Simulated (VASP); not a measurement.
# CdS (P1) in VASP: further runs

The runs below take CdS through single point, with PBE.

All numbers are computed with VASP 6.6.1; they aren't measurements. Logs are shortened: lines on timing, memory, paths and dates and some standing lists are left out, and cuts for length are marked.

## Step 1: The cell of the first run

The typed cell holds 2 atoms: a = 4.031 Å, b = 4.031 Å, c = 4.031 Å, α = 60.00°, β = 60.00°, γ = 60.00°.

## Step 2: Single point, PBE

Input file INCAR:

```
PREC = Accurate
ENCUT = 500
EDIFF = 1E-6
ISMEAR = 0
SIGMA = 0.01
LREAL = F
LASPH = T
NELM = 120
ALGO = Normal
ISIF = 2
LWAVE = F
LCHARG = F
GGA = PE
NBANDS = 16
GGA_COMPAT = F
```

Input file KPOINTS:

```
Automatic mesh
0
Gamma
  1 1 1
  0.5 0.5 0.5
```

Input file POSCAR:

```
CdS
1.0
    0.0000000000      2.8505955800      2.8505955800
    2.8505955800      0.0000000000      2.8505955800
    2.8505955800      2.8505955800      0.0000000000
Cd S
1 1
Direct
    0.0000000000      0.0000000000      0.0000000000
    0.2693197300      0.2911388900      0.2516965400
```

Potentials or basis: VASP PAW PBE potentials, release 64 (Cd, S).

Command:

```bash
$ cat potpaw_PBE.64/Cd/POTCAR potpaw_PBE.64/S/POTCAR > POTCAR
$ mpirun -np 1 vasp_std > vasp.out
```

OUTCAR:

```text
PREC = Accurate
   ENCUT = 500
   EDIFF = 1E-6
   ISMEAR = 0
   LREAL = F
   LASPH = T
   NELM = 120
   ISIF = 2
   GGA = PE

 ion  position               nearest neighbor table
   1  0.000  0.000  0.000-   2 2.34   2 2.41   2 2.47   2 2.67
   2  0.269  0.291  0.252-   1 2.34   1 2.41   1 2.47   1 2.67

  LATTYP: Found a face centered cubic cell.
 ALAT       =     5.7011911600

  Lattice vectors:

 A1 = (   0.0000000000,   2.8505955800,   2.8505955800)
 A2 = (   2.8505955800,   0.0000000000,   2.8505955800)
 A3 = (   2.8505955800,   2.8505955800,   0.0000000000)

Analysis of symmetry for initial positions (statically):
=====================================================================
 Subroutine PRICEL returns:
 Original cell was already a primitive cell.

 Routine SETGRP: Setting up the symmetry group for a
 face centered cubic supercell.

 Subroutine GETGRP returns: Found  1 space group operations
 (whereof  1 operations were pure point group operations)
 out of a pool of 48 trial point group operations.

The static configuration has the point symmetry C_1 .

Analysis of symmetry for dynamics (positions and initial velocities):
=====================================================================
 Subroutine PRICEL returns:
 Original cell was already a primitive cell.

 Routine SETGRP: Setting up the symmetry group for a
 face centered cubic supercell.

 Subroutine GETGRP returns: Found  1 space group operations
 (whereof  1 operations were pure point group operations)
 out of a pool of 48 trial point group operations.

The dynamic configuration has the point symmetry C_1 .

 Subroutine INISYM returns: Found  1 space group operations
 (whereof  1 operations are pure point group operations),
 and found     1 'primitive' translations

----------------------------------------------------------------------------------------

                                     Primitive cell

  volume of cell :      46.3273

  direct lattice vectors                    reciprocal lattice vectors
     0.000000000  2.850595580  2.850595580    -0.175401942  0.175401942  0.175401942
     2.850595580  0.000000000  2.850595580     0.175401942 -0.175401942  0.175401942
     2.850595580  2.850595580  0.000000000     0.175401942  0.175401942 -0.175401942

  length of vectors
     4.031350930  4.031350930  4.031350930     0.303805075  0.303805075  0.303805075

  position of ions in fractional coordinates (direct lattice)
     0.000000000  0.000000000  0.000000000
[... 57 lines left out ...]
   EDIFF  = 0.1E-05   stopping-criterion for ELM
   LREAL  =      F    real-space projection
   EDIFFG = 0.1E-04   stopping-criterion for IOM
   NSW    =      0    number of steps for IOM
   IBRION =     -1    ionic relax: 0-MD 1-quasi-New 2-CG
   NFREE  =      0    steps in history (QN), initial steepest desc. (CG)
   ISIF   =      2    stress and relaxation
   ISYM   =      2    0-nonsym 1-usesym 2-fastsym
   POTIM  = 0.5000    time-step for ionic-motion
   TEBEG  =    0.0;   TEEND  =   0.0 temperature during run
   PSTRESS=    0.0 pullay stress
   NELECT =      18.0000    total number of electrons
   NUPDOWN=      -1.0000    fix difference up-down
   EMIN   =  10.00;   EMAX   =-10.00  energy-range for DOS
   EFERMI =   0.00;   METHOD = LEGACY
   ISMEAR =     0;   SIGMA  =   0.01  broadening in eV -4-tet -1-fermi 0-gaus
   EFERMI_NEDOS =   21; number of points for ismear=-14 and -15
   IALGO  =     38    algorithm
   IMIX   =      4    mixing-type and parameters
     AMIX     =   0.40;   BMIX     =  1.00
     AMIX_MAG =   1.60;   BMIX_MAG =  1.00
  volume/ion in A,a.u.               =      23.16       156.32
  Fermi-wavevector in a.u.,A,eV,Ry     =   1.194593  2.257454 19.416236  1.427053
  Thomas-Fermi vector in A             =   2.330580
   LORBIT       =      0    0 simple, 1 ext, 2 COOP (PROOUT), +10 PAW based schemes
   GGA     = PE    functional components
   LHFCALC =     F    Hartree Fock is set to
   AEXX    =    0.0000 exact exchange contribution
   IVDW    =     0    specifies the selected vdW correction
   LEPSILON=     F    determine dielectric tensor
   LRPA    =     F    only Hartree local field effects (RPA)
 non-spin polarized calculation
 Gauss-broadening in eV      SIGMA  =   0.01
  energy-cutoff  :      500.00
  volume of cell :       46.33
 maximum number of plane-waves:      1170
 NGX is ok and might be reduce to    30
   NGX = 15   NGY = 15   NGZ = 15

 number of electron      18.0000000 magnetization

 Free energy of the ion-electron system (eV)
  ---------------------------------------------------
  ext. energy  EPLUGINS =         0.00000000
  ---------------------------------------------------
  free energy    TOTEN  =        -4.84687971 eV

  energy without entropy =       -4.84687971  energy(sigma->0) =       -4.84687971

 E-fermi :   1.7291     XC(G=0):  -9.3739

 val. band max:        1.6822428496   @ k =   0.0000   0.0000   0.5000
 cond. band min:       4.9246188381   @ k =   0.5000   0.5000   0.5000
 fundamental gap:      3.2423759885
 Fermi energy:         1.7290576707

 k-point     1 :       0.5000    0.5000    0.5000
  band No.  band energies     occupation
      1     -10.1440      2.00000
      2      -6.1873      2.00000
      3      -6.1376      2.00000
      4      -5.5741      2.00000
      5      -5.5454      2.00000
      6      -5.0653      2.00000
[... 53 lines left out ...]
      3      -5.9158      2.00000
      4      -5.6016      2.00000
      5      -5.5780      2.00000
      6      -5.1574      2.00000
[... 8 lines left out ...]
     15      14.6405      0.00000
     16      15.2303      0.00000

------------------------ aborting loop because EDIFF is reached ----------------------------------------

  FORCE on cell =-STRESS in cart. coord.  units (eV):
  Direction    XX          YY          ZZ          XY          YZ          ZX
  --------------------------------------------------------------------------------------
  -------------------------------------------------------------------------------------
  Total        4.0874998      4.2786075      3.8625141     -1.7851146     -1.1733210     -0.2047550
  in kB      141.3616175    147.9708652    133.5807404    -61.7361978    -40.5779970     -7.0812223
  external PRESSURE =     140.9710744 kB  Pullay stress =       0.0000000 kB

 VOLUME and BASIS-vectors are now :
 -----------------------------------------------------------------------------
  energy-cutoff  :      500.00
  volume of cell :       46.33
      direct lattice vectors                 reciprocal lattice vectors
     0.000000000  2.850595580  2.850595580    -0.175401942  0.175401942  0.175401942
     2.850595580  0.000000000  2.850595580     0.175401942 -0.175401942  0.175401942
     2.850595580  2.850595580  0.000000000     0.175401942  0.175401942 -0.175401942

 POSITION                                       TOTAL-FORCE (eV/Angst)
 -----------------------------------------------------------------------------------
      0.00000      0.00000      0.00000         0.664921     -0.134514      1.066272
      1.54740      1.48521      1.59764        -0.664921      0.134514     -1.066272
 -----------------------------------------------------------------------------------
    total drift:                                0.000263      0.000095      0.000292

  FREE ENERGIE OF THE ION-ELECTRON SYSTEM (eV)
  ---------------------------------------------------
  free  energy   TOTEN  =        -4.8468797096 eV

  energy  without entropy=       -4.8468797096  energy(sigma->0) =       -4.84687971
```

It took 3.9 s on 1 thread of AMD EPYC 9R45 (Zen 5), shared host; peak memory 0.12 GiB.

Results:

| Property | Result |
| --- | --- |
| Free energy | -4.8469 eV |
| Pressure | 14.1 GPa |
| Largest force | 1.264 eV/Å |
| Band gap on the k mesh | 3.24 eV, indirect (least direct gap 3.26 eV) |

Forces in eV/Å, atoms in the order of the input:
```
Cd   0.665 -0.135  1.066
S   -0.665  0.135 -1.066
```

Caveat: the k points lie up to 1.91 Å⁻¹ apart; forces of over 1 eV/Å act on the atoms, so gaps and moduli don't describe the material at rest.

## Step 3: Single point, PBE

This run uses another cell than the first one, of 24.64 Å³/atom, 1.064 times its volume.

Input file INCAR:

```
ALGO = Normal
EDIFF = 1E-6
ENCUT = 500
GGA = PE
GGA_COMPAT = False
ISIF = 2
ISMEAR = 0
LASPH = True
LCHARG = True
LELF = True
LREAL = False
LVHAR = True
LWAVE = False
NBANDS = 16
NELM = 120
PREC = Accurate
SIGMA = 0.01
```

Input file KPOINTS:

```
k-points
0
Gamma
  2 2 2
```

Input file POSCAR:

```
CdS
1.0
    0.0000000000      2.9100000000      2.9100000000
    2.9100000000      0.0000000000      2.9100000000
    2.9100000000      2.9100000000      0.0000000000
Cd S
1 1
Direct
    0.0000000000      0.0000000000      0.0000000000
    0.2693197300      0.2911388900      0.2516965400
```

Potentials or basis: VASP PAW PBE potentials, release 64 (Cd, S).

Command:

```bash
$ cat potpaw_PBE.64/Cd/POTCAR potpaw_PBE.64/S/POTCAR > POTCAR
$ mpirun -np 1 vasp_std > vasp.out
```

Run time: 6.2 s. Hardware: 1 thread of AMD EPYC 9R45 (Zen 5), shared host; peak memory 0.13 GiB.

The run converged. Its results:

```yaml
Free_energy: -5.0395 eV
Pressure: 8.2 GPa
Largest_force: 1.009 eV/Å
Band_gap_on_the_k_mesh: 1.03 eV, direct
```

Forces on the atoms (eV/Å):
```
Cd   0.543 -0.087  0.846
S   -0.543  0.087 -0.846
```

Stress tensor (GPa, compression positive):
```
 8.19 -3.66 -0.01
-3.66  8.69 -2.35
-0.01 -2.35  7.60
```

Levels at points of the mesh, in eV from the valence-band top:
```tsv
k point	band 6	band 7	band 8	band 9	band 10	band 11	band 12	band 13
(0.00, 0.00, 0.00)	-7.71	-0.13	-0.03	0.00	1.03	6.29	6.39	6.46
(0.50, 0.00, 0.00)	-7.28	-4.70	-1.11	-0.56	2.94	6.31	7.41	7.46
(0.00, 0.50, 0.00)	-7.31	-4.85	-1.12	-0.65	3.04	6.47	7.38	7.53
(0.00, 0.00, 0.50)	-7.27	-4.57	-1.09	-0.51	2.86	6.25	7.39	7.40
(0.50, 0.50, 0.50)	-7.25	-4.15	-0.78	-0.55	2.54	6.36	6.79	7.22
(0.50, 0.50, 0.00)	-7.20	-4.12	-2.01	-1.88	3.19	4.23	9.18	10.47
(0.00, 0.50, 0.50)	-7.21	-4.16	-2.00	-1.86	3.22	4.17	9.19	10.57
(0.50, 0.00, 0.50)	-7.21	-4.19	-2.02	-1.82	3.24	4.12	9.20	10.67
```

Caveat: the k points lie up to 0.93 Å⁻¹ apart; forces of over 1 eV/Å act on the atoms, so gaps and moduli don't describe the material at rest.

## Step 4: Single point, PBE

This run uses another cell than the first one, of 24.64 Å³/atom, 1.064 times its volume.

Input file INCAR:

```
SYSTEM = CdS
ALGO     = Normal         ! electronic algorithm
EDIFF    = 1E-6           ! SCF threshold, eV
ENCUT    = 500            ! plane-wave cutoff, eV
GGA      = PE             ! functional
GGA_COMPAT= .False.      
ISIF     = 2              ! what is computed and relaxed
ISMEAR   = 0              ! smearing method
LASPH    = .True.         ! aspherical terms in the spheres
LCHARG   = .False.        ! write CHGCAR
LREAL    = .False.        ! projectors in reciprocal space
LWAVE    = .False.        ! write WAVECAR
NBANDS   = 16             ! bands
NELM     = 120            ! most SCF steps
PREC     = Accurate       ! precision mode
SIGMA    = 0.01           ! smearing width, eV
```

Input file KPOINTS:

```
k-points
0
Gamma
  2 2 2
  0 0 0
```

POSCAR is that of step 3.

Command:

```bash
$ cat potpaw_PBE.64/Cd/POTCAR potpaw_PBE.64/S/POTCAR > POTCAR
$ mpirun -np 1 vasp_std > vasp.out
```

It took 14 s on 1 thread of Intel Xeon 8259CL, shared host; peak memory 0.16 GiB.

It converged, with:

| Quantity | Value |
| --- | --- |
| Free energy | -5.0395 eV |
| Pressure | 8.2 GPa |
| Largest force | 1.009 eV/Å |
| Band gap on the k mesh | 1.03 eV, direct |

Forces in eV/Å, atoms in the order of the input:
```
Cd   0.543 -0.087  0.846
S   -0.543  0.087 -0.846
```

Stress tensor (GPa, compression positive):
```
 8.19 -3.66 -0.01
-3.66  8.69 -2.35
-0.01 -2.35  7.60
```

Levels at points of the mesh, in eV from the valence-band top:
| k point | band 7 | band 8 | band 9 | band 10 | band 11 | band 12 |
| --- | --- | --- | --- | --- | --- | --- |
| (0.00, 0.00, 0.00) | -0.13 | -0.03 | 0.00 | 1.03 | 6.29 | 6.39 |
| (0.50, 0.00, 0.00) | -4.70 | -1.11 | -0.56 | 2.94 | 6.31 | 7.41 |
| (0.00, 0.50, 0.00) | -4.85 | -1.12 | -0.65 | 3.04 | 6.47 | 7.38 |
| (0.00, 0.00, 0.50) | -4.57 | -1.09 | -0.51 | 2.86 | 6.25 | 7.39 |
| (0.50, 0.50, 0.50) | -4.15 | -0.78 | -0.55 | 2.54 | 6.36 | 6.79 |
| (0.50, 0.50, 0.00) | -4.12 | -2.01 | -1.88 | 3.19 | 4.23 | 9.18 |
| (0.00, 0.50, 0.50) | -4.16 | -2.00 | -1.86 | 3.22 | 4.17 | 9.19 |
| (0.50, 0.00, 0.50) | -4.19 | -2.02 | -1.82 | 3.24 | 4.12 | 9.20 |

Caveat: the k points lie up to 0.93 Å⁻¹ apart; forces of over 1 eV/Å act on the atoms, so gaps and moduli don't describe the material at rest.
